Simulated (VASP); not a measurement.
Runs of VASP 6.6.1 on GaAs (dsol). The structure is that of space group F-43m (No. 216), or close to it. The cells are those of the table. 

```csv
task,cell,k mesh,cutoff (eV),smearing,gap on the mesh (eV),pressure (GPa),relaxed volume (Å³/atom)
single point,"a = 4.002 Å, angles 60.0°, 2 atoms",10 × 10 × 10,520,gaussian 0.01 eV,0.43,0.1,-
single point,"a = 4.002 Å, angles 60.0°, 2 atoms",12 × 12 × 12,520,gaussian 0.01 eV,0.43,0.1,-
relaxation of cell and atoms,"relaxed from a = 4.066 Å, angles 60.0°, 2 atoms",10 × 10 × 10,600,gaussian 0.01 eV,0.42,0.0,22.71
relaxation of cell and atoms,"relaxed from a = 4.002 Å, angles 60.0°, 2 atoms",12 × 12 × 12,600,gaussian 0.01 eV,0.42,0.0,22.70
single point,"a = 4.066 Å, angles 60.0°, 2 atoms",6 × 6 × 6,520,gaussian 0.1 eV,(a),-2.8,-
```

Alike in all rows: level PBEsol; potentials or basis VASP PAW PBE potentials, release 64 (Ga_d, As); no spin polarisation.

Fill in the values left out.

(a) 0.08.

Caveats: the PAW data sets were made with another functional, which shifts forces and pressure a little.

A k mesh can miss the band edges, and the runs leave out spin-orbit coupling on As, Ga.
